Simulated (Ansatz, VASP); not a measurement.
Two plane-wave programs on Ga4P

```
Ga P
1.0
    -2.56741    2.56741    3.77271
     2.56741   -2.56741    3.77271
     2.56741    2.56741   -3.77271
Ga P
4 1
Direct
  0.32245 0.32245 0.00000
  0.67755 0.67755 0.00000
  0.50000 0.00000 0.50000
  0.00000 0.50000 0.50000
  0.00000 0.00000 0.00000
```

Change from the starting cell: species swapped into the PbF4 type (I4/mmm, No. 139).

Alike in both runs: functional PBE; k mesh 6 × 6 × 6; occupations gaussian, width 0.1 eV; no spin polarisation.

Ansatz relaxed the structure, and its values are those at the end. VASP's run is a single point on that final structure, the one shown.

|  | VASP | Ansatz |
| --- | --- | --- |
| version | VASP 6.6.1 | Ansatz 0.2.0 |
| potentials or method | VASP PAW PBE potentials, release 64 (Ga_d, P), cutoff 520 eV | scalar-relativistic, plane waves, PAW |
| valence electrons in the cell | 57 | 57 |

|  | VASP | Ansatz | Ansatz less VASP |
| --- | --- | --- | --- |
| gap on the k mesh at the Fermi level (eV) | none | none | - |
| pressure (GPa) | 0.0 | 0.0 | -0.06 |

A gap of «none» marks a metal or a gap that the smearing closes.
